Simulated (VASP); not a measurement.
CdS: relaxation of cell and atoms with PBEsol

Crystal: CdS.

```
CELL_PARAMETERS angstrom
0.00000 2.75324 2.75324
2.75324 0.00000 2.75324
2.75324 2.75324 0.00000
ATOMIC_POSITIONS crystal
Cd 0.00000 0.00000 0.00000
S 0.50000 0.50000 0.50000
```

- Program: VASP 6.6.1
- Task: relaxation of cell and atoms
- Functional: PBEsol
- Potentials or basis: VASP PAW PBE potentials, release 64 (Cd, S)
- Cutoff: 600 eV
- k mesh: 16 × 16 × 16
- Occupations: fermi-dirac, width 0.1 eV
- Spin: no spin polarisation
- Dipole correction: no
- Further INCAR settings: ALGO = Normal; EDIFF = 1e-06; IBRION = 2; EDIFFG = -0.002; NSW = 100; ISIF = 3

```json
{"Relaxed volume": "19.77 Å³/atom", "Relaxed cell": "a = 3.824 Å, b = 3.824 Å, c = 3.824 Å, α = 60.00°, β = 60.00°, γ = 60.00°", "Space group after relaxing (to 0.05 Å)": "Fm-3m (No. 225)", "Energy gained by relaxing": "14.4 meV/atom", "Ionic steps": "6", "Pressure after relaxing": "0.0 GPa"}
```

Step by step:
| step | energy change (eV) | largest force (eV/Å) | pressure (GPa) | volume (Å³) |
| --- | --- | --- | --- | --- |
| 1 | 0.0000 | 0.0000 | -3.99 | 41.74 |
| 2 | -0.0238 | 0.0000 | 1.94 | 38.68 |
| 3 | -0.0289 | 0.0000 | -0.03 | 39.54 |
| 4 | -0.0289 | 0.0000 | 0.08 | 39.50 |
| 5 | -0.0289 | 0.0000 | -0.02 | 39.55 |
| 6 | -0.0289 | 0.0000 | 0.00 | 39.54 |

Final structure:
```cif
data_structure
_symmetry_space_group_name_H-M 'P 1'
_symmetry_Int_Tables_number 1
_cell_length_a 3.8241
_cell_length_b 3.8241
_cell_length_c 3.8241
_cell_angle_alpha 60.000
_cell_angle_beta 60.000
_cell_angle_gamma 60.000
_cell_volume 39.54
loop_
_atom_site_label
_atom_site_type_symbol
_atom_site_fract_x
_atom_site_fract_y
_atom_site_fract_z
_atom_site_occupancy
Cd1 Cd 0.00000 0.00000 0.00000 1
S1 S 0.50000 0.50000 0.50000 1
```

Levels at points of the mesh, in eV from the Fermi level:
| k point | band 6 | band 7 | band 8 | band 9 | band 10 | band 11 | band 12 | band 13 |
| --- | --- | --- | --- | --- | --- | --- | --- | --- |
| (0.00, 0.00, 0.00) | -7.97 | -1.13 | -1.13 | -1.13 | 0.65 | 8.87 | 8.87 | 8.87 |
| (0.50, 0.00, 0.00) | -7.73 | -5.37 | -0.29 | -0.29 | 3.03 | 5.48 | 5.48 | 6.76 |
| (0.50, 0.50, 0.00) | -6.91 | -4.85 | -2.62 | -2.62 | -0.17 | 5.56 | 9.67 | 11.12 |

Wall time 7.7 min on 1 thread of AMD EPYC 7R13, with other jobs on the host, peak memory 0.23 GiB.

Caveat: the PAW data sets were made with another functional, which shifts forces and pressure a little.
